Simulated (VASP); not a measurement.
# Al (P6_3/mmc) in VASP: a series of runs

The runs below take Al through single point, with PBE+D3(BJ).

Everything below comes from runs of VASP 6.6.1. Logs are shortened: lines on timing, memory, paths and dates and some standing lists are left out, and cuts for length are marked.

### 1 The cell of the first run

The structure is hexagonal, space group P6_3/mmc (No. 194). Conventional cell: a = 2.811 Å, b = 2.811 Å, c = 8.520 Å, α = 90.00°, β = 90.00°, γ = 120.00°. Al (site symmetry -3m) has 12 Al at 2.68 to 2.81 Å within 3.5 Å. Within 3.5 Å of Al (site symmetry -6m2) lie 12 Al at 2.68 to 2.81 Å.

This isn't the form of Al at room conditions, which is fcc.

### 2 Single point, PBE+D3(BJ) (14.58 Å³/atom)

File INCAR:

```
ALGO = Normal
EDIFF = 1E-6
ENCUT = 520
GGA = PE
ISIF = 2
ISMEAR = 0
IVDW = 12
LASPH = True
LCHARG = False
LREAL = False
LWAVE = False
NBANDS = 14
NELM = 60
PREC = Accurate
SIGMA = 0.15
```

File KPOINTS:

```
k-points
0
Gamma
  18 18 6
```

File POSCAR:

```
Al
1.0
    2.8114100852      0.0000000000      0.0000000000
   -1.4057050426      2.4347525543      0.0000000000
    0.0000000000      0.0000000000      8.5199782633
Al
4
Direct
    0.0000000000      0.0000000000      0.0000000000
    0.3333333333      0.6666666667      0.2500000000
    0.0000000000      0.0000000000      0.5000000000
    0.6666666667      0.3333333333      0.7500000000
```

Potentials or basis: VASP PAW PBE potentials, release 64 (Al).

The run is started by

```sh
> cat potpaw_PBE.64/Al/POTCAR > POTCAR
> mpirun -np 1 vasp_std > vasp.out
```

OUTCAR:

```text
EDIFF = 1E-6
   ENCUT = 520
   GGA = PE
   ISIF = 2
   ISMEAR = 0
   IVDW = 12
   LASPH = True
   LREAL = False
   NELM = 60
   PREC = Accurate
 IVDW          = 12

 ion  position               nearest neighbor table
   1  0.000  0.000  0.000-   2 2.68   4 2.68   4 2.68   2 2.68   4 2.68   2 2.68
   2  0.333  0.667  0.250-   1 2.68   3 2.68   1 2.68   3 2.68   1 2.68   3 2.68
   3  0.000  0.000  0.500-   2 2.68   4 2.68   4 2.68   2 2.68   4 2.68   2 2.68
   4  0.667  0.333  0.750-   1 2.68   3 2.68   1 2.68   3 2.68   1 2.68   3 2.68

  LATTYP: Found a hexagonal cell.
 ALAT       =     2.8114100852
 C/A-ratio  =     3.0305000000

  Lattice vectors:

 A1 = (   2.8114100852,   0.0000000000,   0.0000000000)
 A2 = (  -1.4057050426,   2.4347525543,   0.0000000000)
 A3 = (   0.0000000000,   0.0000000000,   8.5199782633)

Analysis of symmetry for initial positions (statically):
=====================================================================
 Subroutine PRICEL returns:
 Original cell was already a primitive cell.

 Routine SETGRP: Setting up the symmetry group for a
 hexagonal supercell.

 Subroutine GETGRP returns: Found 24 space group operations
 (whereof 12 operations were pure point group operations)
 out of a pool of 24 trial point group operations.

The static configuration has the point symmetry D_3d.
 The point group associated with its full space group is D_6h.

Analysis of symmetry for dynamics (positions and initial velocities):
=====================================================================
 Subroutine PRICEL returns:
 Original cell was already a primitive cell.

 Routine SETGRP: Setting up the symmetry group for a
 hexagonal supercell.

 Subroutine GETGRP returns: Found 24 space group operations
 (whereof 12 operations were pure point group operations)
 out of a pool of 24 trial point group operations.

The dynamic configuration has the point symmetry D_3d.
 The point group associated with its full space group is D_6h.

 Subroutine INISYM returns: Found 24 space group operations
 (whereof 12 operations are pure point group operations),
 and found     1 'primitive' translations

----------------------------------------------------------------------------------------

                                     Primitive cell

  volume of cell :      58.3200

  direct lattice vectors                    reciprocal lattice vectors
     2.811410085  0.000000000  0.000000000     0.355693396  0.205359678  0.000000000
    -1.405705043  2.434752554  0.000000000     0.000000000  0.410719356  0.000000000
     0.000000000  0.000000000  8.519978263     0.000000000  0.000000000  0.117371191

  length of vectors
     2.811410085  2.811410085  8.519978263     0.410719356  0.410719356  0.117371191

  position of ions in fractional coordinates (direct lattice)
     0.000000000  0.000000000  0.000000000
     0.333333333  0.666666667  0.250000000
     0.000000000  0.000000000  0.500000000
     0.666666667  0.333333333  0.750000000

  ion indices of the primitive-cell ions
   primitive index   ion index
                 1           1
                 2           2
                 3           3
                 4           4

----------------------------------------------------------------------------------------

 KPOINTS: k-points

Automatic generation of k-mesh.
 Grid dimensions read from file:
 generate k-points for:   18   18    6

 Generating k-lattice:

  Cartesian coordinates                     Fractional coordinates (reciprocal lattice)
     0.019760744  0.011408871  0.000000000     0.055555556 -0.000000000  0.000000000
     0.000000000  0.022817742  0.000000000     0.000000000  0.055555556  0.000000000
     0.000000000  0.000000000  0.019561865     0.000000000  0.000000000  0.166666667

  Length of vectors
     0.022817742  0.022817742  0.019561865

  Shift w.r.t. Gamma in fractional coordinates (k-lattice)
     0.000000000  0.000000000  0.000000000

 Subroutine IBZKPT returns following result:
 ===========================================

 Found    148 irreducible k-points:

 Following reciprocal coordinates:
            Coordinates               Weight
  0.000000  0.000000  0.000000      1.000000
  0.055556  0.000000  0.000000      6.000000
  0.111111  0.000000  0.000000      6.000000
  0.166667  0.000000  0.000000      6.000000
  0.222222  0.000000  0.000000      6.000000
  0.277778  0.000000  0.000000      6.000000
[... 16 lines left out ...]
  0.333333  0.111111  0.000000     12.000000
  0.388889  0.111111  0.000000     12.000000
 [... further k-points ...]
   k-points           NKPTS =    148   k-points in BZ     NKDIM =    148   number of bands    NBANDS=     14
   number of dos      NEDOS =    301   number of ions     NIONS =      4
   total plane-waves  NPLWV =  36864
   dimension x,y,z NGX =    24 NGY =   24 NGZ =   64
   dimension x,y,z NGXF=    48 NGYF=   48 NGZF=  128
   ions per type =               4
   NGX,Y,Z   is equivalent  to a cutoff of  14.19, 14.19, 12.49 a.u.
   NGXF,Y,Z  is equivalent  to a cutoff of  28.38, 28.38, 24.98 a.u.
 SYSTEM =  unknown system
   PREC   = accura    normal or accurate (medium, high low for compatibility)
   ISTART =      0    job   : 0-new  1-cont  2-samecut
   ICHARG =      2    charge: 1-file 2-atom 10-const
   ISPIN  =      1    spin polarized calculation?
   LNONCOLLINEAR =      F non collinear calculations
   LSORBIT =      F    spin-orbit coupling
   LASPH  =      T    aspherical Exc in radial PAW
   ENCUT  =  520.0 eV  38.22 Ry    6.18 a.u.   5.23  5.23 15.84*2*pi/ulx,y,z
   NELM   =     60;   NELMIN=  2; NELMDL= -5     # of ELM steps
   EDIFF  = 0.1E-05   stopping-criterion for ELM
   LREAL  =      F    real-space projection
   EDIFFG = 0.1E-04   stopping-criterion for IOM
   NSW    =      0    number of steps for IOM
   IBRION =     -1    ionic relax: 0-MD 1-quasi-New 2-CG
   NFREE  =      0    steps in history (QN), initial steepest desc. (CG)
   ISIF   =      2    stress and relaxation
   ISYM   =      2    0-nonsym 1-usesym 2-fastsym
   POTIM  = 0.5000    time-step for ionic-motion
   TEBEG  =    0.0;   TEEND  =   0.0 temperature during run
   PSTRESS=    0.0 pullay stress
   NELECT =      12.0000    total number of electrons
   NUPDOWN=      -1.0000    fix difference up-down
   EMIN   =  10.00;   EMAX   =-10.00  energy-range for DOS
   EFERMI =   0.00;   METHOD = LEGACY
   ISMEAR =     0;   SIGMA  =   0.15  broadening in eV -4-tet -1-fermi 0-gaus
   EFERMI_NEDOS =   21; number of points for ismear=-14 and -15
   IALGO  =     38    algorithm
   IMIX   =      4    mixing-type and parameters
     AMIX     =   0.40;   BMIX     =  1.00
     AMIX_MAG =   1.60;   BMIX_MAG =  1.00
  volume/ion in A,a.u.               =      14.58        98.39
  Fermi-wavevector in a.u.,A,eV,Ry     =   0.966487  1.826396 12.709166  0.934097
  Thomas-Fermi vector in A             =   2.096293
   LORBIT       =      0    0 simple, 1 ext, 2 COOP (PROOUT), +10 PAW based schemes
   GGA     = PE    functional components
   LHFCALC =     F    Hartree Fock is set to
   AEXX    =    0.0000 exact exchange contribution
   IVDW    =    12    specifies the selected vdW correction
   LEPSILON=     F    determine dielectric tensor
   LRPA    =     F    only Hartree local field effects (RPA)
 non-spin polarized calculation
 Gauss-broadening in eV      SIGMA  =   0.15
  energy-cutoff  :      520.00
  volume of cell :       58.32
 maximum number of plane-waves:      1594
 NGX is ok and might be reduce to    24
   NGX = 11   NGY = 11   NGZ = 31

 number of electron      12.0000000 magnetization

 Free energy of the ion-electron system (eV)
  ---------------------------------------------------
  ext. energy  EPLUGINS =         0.00000000
  ---------------------------------------------------
  free energy    TOTEN  =       -14.56275366 eV

  energy without entropy =      -14.54529183  energy(sigma->0) =      -14.55402275

 E-fermi :   9.3486     XC(G=0): -10.6511

 val. band max:        9.3315068140   @ k =   0.2222   0.2222   0.5000
 cond. band min:       9.3623280209   @ k =   0.2222   0.0556   0.3333
 fundamental gap:      0.0308212069
 Fermi energy:         9.3486133662

 k-point     1 :       0.0000    0.0000    0.0000
  band No.  band energies     occupation
      1      -2.6686      2.00000
      2      -0.6496      2.00000
      3      -0.6480      2.00000
      4       4.7579      2.00000
      5       5.7788      2.00000
      6      14.5792      0.00000
      7      14.6188      0.00000
      8      19.7691      0.00000
      9      19.7691      0.00000
     10      19.9421      0.00000
     11      19.9421      0.00000
     12      20.9789      0.00000
     13      20.9799      0.00000
     14      21.1839      0.00000

 k-point     2 :       0.0556    0.0000    0.0000
  band No.  band energies     occupation
      1      -2.5917      2.00000
      2      -0.5740      2.00000
      3      -0.5723      2.00000
      4       4.8278      2.00000
      5       5.8522      2.00000
      6      14.6163      0.00000
      7      14.6708      0.00000
      8      18.1727      0.00000
      9      18.7439      0.00000
     10      19.7019      0.00000
     11      19.7967      0.00000
     12      20.1859      0.00000
     13      20.3360      0.00000
     14      20.3990      0.00000
[... 343 lines left out ...]
      1       1.2728      2.00000
      2       3.2130      2.00000
      3       3.2238      2.00000
      4       6.4693      2.00000
      5       8.1203      2.00000
      6       8.3944      2.00000
      7       8.7981      2.00000
      8       9.7885      0.00003
      9      11.8398      0.00000
     10      13.2460      0.00000
     11      13.7558      0.00000
     12      13.9388      0.00000
     13      15.2683      0.00000
     14      18.1509      0.00000

 k-point    24 :       0.3889    0.1111    0.0000
  band No.  band energies     occupation
      1       2.3859      2.00000
      2       4.2770      2.00000
      3       4.3015      2.00000
      4       5.0090      2.00000
      5       6.9793      2.00000
      6       7.0141      2.00000
      7       9.5050      0.14038
      8      10.4636      0.00000
      9      11.6590      0.00000
     10      11.9972      0.00000
     11      13.4281      0.00000
     12      13.5352      0.00000
     13      14.2158      0.00000
     14      18.3195      0.00000

 [... further k-points ...]

------------------------ aborting loop because EDIFF is reached ----------------------------------------

 Edisp (eV)   -1.53047

 E8    (eV) :    -0.6858

  FORCE on cell =-STRESS in cart. coord.  units (eV):
  Direction    XX          YY          ZZ          XY          YZ          ZX
  --------------------------------------------------------------------------------------
  -------------------------------------------------------------------------------------
  Total       2.26118     2.26118     5.75989    -0.00000    -0.00000     0.00000
  in kB      62.11943    62.11943   158.23669    -0.00000    -0.00000     0.00000
  external pressure =       94.16 kB  Pullay stress =        0.00 kB

 VOLUME and BASIS-vectors are now :
 -----------------------------------------------------------------------------
  energy-cutoff  :      520.00
  volume of cell :       58.32
      direct lattice vectors                 reciprocal lattice vectors
     2.811410085  0.000000000  0.000000000     0.355693396  0.205359678  0.000000000
    -1.405705043  2.434752554  0.000000000     0.000000000  0.410719356  0.000000000
     0.000000000  0.000000000  8.519978263     0.000000000  0.000000000  0.117371191

 POSITION                                       TOTAL-FORCE (eV/Angst)
 -----------------------------------------------------------------------------------
      0.00000      0.00000      0.00000        -0.000000      0.000000     -0.000000
     -0.00000      1.62317      2.12999         0.000000      0.000000      0.000000
      0.00000      0.00000      4.25999        -0.000000      0.000000     -0.000000
      1.40571      0.81158      6.38998        -0.000000     -0.000000      0.000000
 -----------------------------------------------------------------------------------
    total drift:                               -0.000000      0.000000      0.000000

  FREE ENERGIE OF THE ION-ELECTRON SYSTEM (eV)
  ---------------------------------------------------
  free  energy   TOTEN  =       -16.0932276814 eV

  energy  without entropy=      -16.0757658502  energy(sigma->0) =      -16.08449677
```

Run time: 46 s. Hardware: 1 thread of AMD EPYC 9R45 (Zen 5), shared host; peak memory 0.21 GiB.

Results:

```
Free energy                : -16.0932 eV
Pressure                   : 9.4 GPa
Band gap on the k mesh     : zero (bands 6 and 7 overlap by 7.18 eV)
Dispersion energy per atom : -0.383 eV
```

Levels at points of the mesh, in eV from the Fermi level:
```tsv
k point	band 3	band 4	band 5	band 6	band 7	band 8	band 9	band 10
(0.00, 0.00, 0.00)	-10.00	-4.59	-3.57	5.23	5.27	10.42	10.42	10.59
(0.50, 0.00, 0.00)	-4.41	-4.33	-3.64	-3.55	0.93	1.35	2.28	2.44
(0.00, 0.00, 0.50)	-7.53	-7.53	0.23	0.23	10.73	10.73	10.80	10.80
(0.50, 0.00, 0.50)	-5.41	-5.41	-1.92	-1.92	-1.17	-1.17	5.21	5.21
```

Caveat: the cell stands under pressure.

### 3 Single point, PBE+D3(BJ) (14.58 Å³/atom)

File INCAR:

```
PREC     = Accurate       # precision mode
ENCUT    = 520            # plane-wave cutoff, eV
EDIFF    = 1E-6           # SCF threshold, eV
ISMEAR   = 0              # smearing method
SIGMA    = 0.15           # smearing width, eV
LREAL    = False          # projectors in reciprocal space
LASPH    = True           # aspherical terms in the spheres
NELM     = 100            # most SCF steps
ALGO     = Normal         # electronic algorithm
ISIF     = 2              # what is computed and relaxed
LWAVE    = False          # write WAVECAR
LCHARG   = False          # write CHGCAR
GGA      = PE             # functional
IVDW     = 12             # dispersion correction
NBANDS   = 14             # bands
```

File KPOINTS:

```
regular mesh
0
Gamma
  18 18 6
```

File POSCAR:

```
Al
1.0
    2.6651029599      0.0000000000      0.0000000000
   -1.3325514800      2.3080468670      0.0000000000
    0.0000000000      0.0000000000      9.4811037799
Al
4
Direct
    0.0000000000      0.0000000000      0.0000000000
    0.3333333333      0.6666666667      0.2500000000
    0.0000000000      0.0000000000      0.5000000000
    0.6666666667      0.3333333333      0.7500000000
```

Potentials or basis: VASP PAW PBE potentials, release 64 (Al).

The run is started by

```sh
> cat potpaw_PBE.64/Al/POTCAR > POTCAR
> mpirun -np 1 vasp_std > vasp.out
```

Run time: 40 s. Hardware: 1 thread of AMD EPYC 9R45 (Zen 5), shared host; peak memory 0.21 GiB.

Results (log left out):

* Free energy: -16.0802 eV
* Pressure: 9.8 GPa
* Band gap on the k mesh: zero (bands 6 and 7 overlap by 4.47 eV)
* Dispersion energy per atom: -0.383 eV

Stress tensor (GPa, compression positive):
```
13.32  0.00  0.00
 0.00 13.32  0.00
 0.00  0.00  2.68
```

Levels at points of the mesh, in eV from the Fermi level:
```csv
k point,band 4,band 5,band 6,band 7,band 8,band 9
"(0.00, 0.00, 0.00)",-5.59,-5.51,2.11,2.12,11.32,12.93
"(0.50, 0.00, 0.00)",-4.05,-3.22,-3.15,0.81,0.89,1.13
"(0.00, 0.00, 0.50)",-8.33,-2.05,-2.05,6.88,6.88,13.12
"(0.50, 0.00, 0.50)",-4.76,-1.97,-1.97,-1.25,-1.25,4.21
```

Caveat: the cell stands under pressure.
